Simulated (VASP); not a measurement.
## CsP2W2: single point with PBE

The system is CsP2W2.

```xyz
5
Lattice="-2.4212 2.4212 4.4334 2.4212 -2.4212 4.4334 2.4212 2.4212 -4.4334" Properties=species:S:1:pos:R:3 pbc="T T T"
Cs    0.0000    0.0000    0.0000
P     0.0000    2.4212    2.2167
P     2.4212    0.0000    2.2167
W     0.0000    0.0000    3.2413
W     0.0000    0.0000    5.6255
```

The cell was generated, and may not be a known phase.

* Program: VASP 6.6.1
* Task: single point
* Functional: PBE
* Potentials or basis: VASP PAW PBE potentials, release 64 (Cs_sv, P, W_sv)
* Cutoff: 520 eV
* k mesh: 12 × 12 × 12
* Occupations: gaussian, width 0.1 eV
* Spin: no spin polarisation

| Quantity | Value |
| --- | --- |
| Pressure | 0.4 GPa |
| Largest force | 0.122 eV/Å |
| Band gap on the k mesh | zero (an odd number of electrons rules out a gap without spin polarisation) |

Forces in eV/Å, atoms in the order of the input:
```
Cs   0.000  0.000  0.000
P    0.000  0.000  0.000
P    0.000  0.000  0.000
W    0.000  0.000 -0.122
W    0.000  0.000  0.122
```

Stress tensor (GPa, compression positive):
```
0.13 0.00 0.00
0.00 0.13 0.00
0.00 0.00 0.94
```

Levels at points of the mesh, in eV from the Fermi level:
```tsv
k point	band 19	band 20	band 21	band 22	band 23	band 24	band 25	band 26	band 27	band 28
(0.00, 0.00, 0.00)	-2.20	-2.02	-2.02	-2.00	-0.03	0.53	0.53	0.82	2.69	2.87
(0.50, 0.00, 0.00)	-3.09	-2.13	-1.76	-1.62	-1.15	0.28	0.72	1.10	1.57	2.57
(0.50, 0.50, 0.00)	-2.04	-1.72	-1.60	-1.56	-1.17	-0.72	0.52	1.45	1.51	2.02
(0.50, 0.50, 0.50)	-2.54	-1.38	-1.38	-1.07	-0.52	-0.12	-0.12	1.72	2.34	3.16
```

Run time: 20 min on 1 thread of Intel Xeon 8259CL (shared host), peak memory 0.61 GiB.

Caveat: spin-orbit coupling is left out, which moves the levels of the heavy elements.
